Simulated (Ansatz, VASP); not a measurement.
**Two plane-wave programs on Al**

```
CELL_PARAMETERS angstrom
-1.67078 1.67078 1.63100
1.67078 -1.67078 1.63100
1.67078 1.67078 -1.63100
ATOMIC_POSITIONS crystal
Al 0.00000 0.00000 0.00000
```

Change from the starting cell: strain +0.050 along x and y, +0.025 along z, atoms carried along.

Alike in both runs: task single point; functional PBEsol; k mesh 20 × 20 × 20; occupations gaussian, width 0.15 eV; no spin polarisation.

|  | VASP | Ansatz |
| --- | --- | --- |
| version | VASP 6.6.1 | Ansatz 0.2.0 |
| potentials or method | VASP PAW PBE potentials, release 64 (Al), cutoff 520 eV | scalar-relativistic, plane waves, PAW |
| valence electrons in the cell | 3 | 3 |

```csv
,VASP,Ansatz,Ansatz less VASP
gap on the k mesh at the Fermi level (eV),none,none,-
pressure (GPa),-5.6,-5.6,-0.04
"traceless stress, the component that is largest in VASP (GPa)",-0.29,-0.29,+0.003
```

VASP's potentials were made for PBE, not for PBEsol. A gap of «none» marks a metal or a gap that the smearing closes. With one functional, cell and mesh, what is left measures potentials, basis and numerics.
